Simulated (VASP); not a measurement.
Runs of VASP 6.6.1 on Au. The structure is that of space group Fm-3m (No. 225), or close to it. The cells are those of the table. 

```csv
cell,k mesh,smearing,gap on the mesh (eV),pressure (GPa)
"a = 2.939 Å, angles 60.0°, 1 atom",2 × 2 × 2,fermi-dirac 0.1 eV,none,(a)
"a = 2.939 Å, angles 60.0°, 1 atom",13 × 13 × 13,fermi-dirac 0.1 eV,none,-0.2
"a = 2.939 Å, angles 60.0°, 1 atom",13 × 13 × 13,gaussian 1 eV,none,(b)
"a = 2.939 Å, angles 60.0°, 1 atom",13 × 13 × 13,methfessel-paxton 0.2 eV,none,-0.4
"a = 2.939 Å, angles 60.0°, 1 atom",8 × 8 × 8,fermi-dirac 0.1 eV,none,0.6
"a = 2.899 Å, angles 60.0°, 1 atom",21 × 21 × 21,fermi-dirac 0.1 eV,none,6.3
"a = 2.978 Å, angles 60.0°, 1 atom",21 × 21 × 21,fermi-dirac 0.1 eV,none,-4.9
"a = 2.939 Å, angles 60.0°, 1 atom",13 × 13 × 13,methfessel-paxton 0.01 eV,none,-0.4
```

Alike in all rows: task single point; level PBE; potentials or basis VASP PAW PBE potentials, release 64 (Au); no spin polarisation; cutoff (eV) 520.

Q: Estimate the missing entries.

A: (a) 41.8; (b) 0.3.

Caveats: some runs use coarse meshes; spin-orbit coupling is left out, which moves the levels of the heavy elements.

A k mesh can miss the band edges, and the runs leave out spin-orbit coupling on Au.

A gap of «none» marks levels without a gap at the run's occupations.
